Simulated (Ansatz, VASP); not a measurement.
C: VASP beside Ansatz

```
C
1.0
     2.49913    0.00000    0.00000
    -1.24957    2.16431    0.00000
     0.00000    0.00000    4.11898
C
4
Direct
  0.33333 0.66667 0.99974
  0.66667 0.33333 0.49974
  0.33333 0.66667 0.37426
  0.66667 0.33333 0.87426
```

Change from the starting cell: strained cell.

Alike in both runs: functional PBEsol; k mesh 9 × 9 × 6; occupations gaussian, width 0.02 eV; no spin polarisation.

Ansatz relaxed the structure, and its values are those at the end. VASP's run is a single point on that final structure, the one shown.

|  | VASP | Ansatz |
| --- | --- | --- |
| version | VASP 6.6.1 | Ansatz 0.2.0 |
| potentials or method | VASP PAW PBE potentials, release 64 (C), cutoff 520 eV | scalar-relativistic, plane waves, PAW |
| valence electrons in the cell | 16 | 16 |

Ansatz gave:

* gap on the k mesh at the Fermi level (eV): 3.05
* least direct gap on the mesh (eV): 4.82
* pressure (GPa): 4.6

**Question.** What did VASP give for the same quantities?

**Answer.** gap on the k mesh at the Fermi level (eV): 3.03; least direct gap on the mesh (eV): 4.81; pressure (GPa): 5.8.

VASP's potentials were made for PBE, not for PBEsol, and Ansatz warns of the same on its side. With one functional, cell and mesh, what is left measures potentials, basis and numerics. Ansatz's warnings: stress scf threshold loose.
